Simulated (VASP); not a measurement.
Write the native input for VASP 6.6.1 that does the following.

```
Task                   : single point
Functional             : PBE
Potentials or basis    : VASP PAW PBE potentials, release 64 (Ir)
Cutoff                 : 500 eV
k mesh                 : 8 × 8 × 11
Occupations            : fermi-dirac, width 0.005 eV
Spin                   : no spin polarisation
Dipole correction      : no
Further INCAR settings : ALGO = Normal; EDIFF = 1e-06; NBANDS = 20
```

The structure of Ir lies in POSCAR:

```
Ir
1.0
    4.3118554429      0.0000000000      0.0000000000
   -2.1559277214      3.7341763510      0.0000000000
    0.0000000000      0.0000000000      2.6494535959
Ir
3
Direct
    0.0000000000      0.0000000000      0.0000000000
    0.3333333333      0.6666666667      0.5000000000
    0.6666666667      0.3333333333      0.5000000000
```

One way to write it, as run:

INCAR

```
PREC = Accurate
ENCUT = 500
EDIFF = 1E-6
ISMEAR = -1
SIGMA = 0.005
LREAL = False
LASPH = True
NELM = 120
ALGO = Normal
ISIF = 2
LWAVE = False
LCHARG = True
GGA = PE
LELF = True
LVHAR = True
NBANDS = 20
GGA_COMPAT = False
```

KPOINTS

```
Automatic mesh
0
Gamma
  8 8 11
```

Potentials or basis: VASP PAW PBE potentials, release 64 (Ir).

Run with:

```sh
$ cat potpaw_PBE.64/Ir/POTCAR > POTCAR
$ mpirun -np 1 vasp_std > vasp.out
```

It gave:

| Quantity | Value |
| --- | --- |
| Pressure | 19.0 GPa |

It took 24 s on 1 thread of Intel(R) Xeon(R) 6975P-C (Granite Rapids) (shared host), peak memory 0.17 GiB.
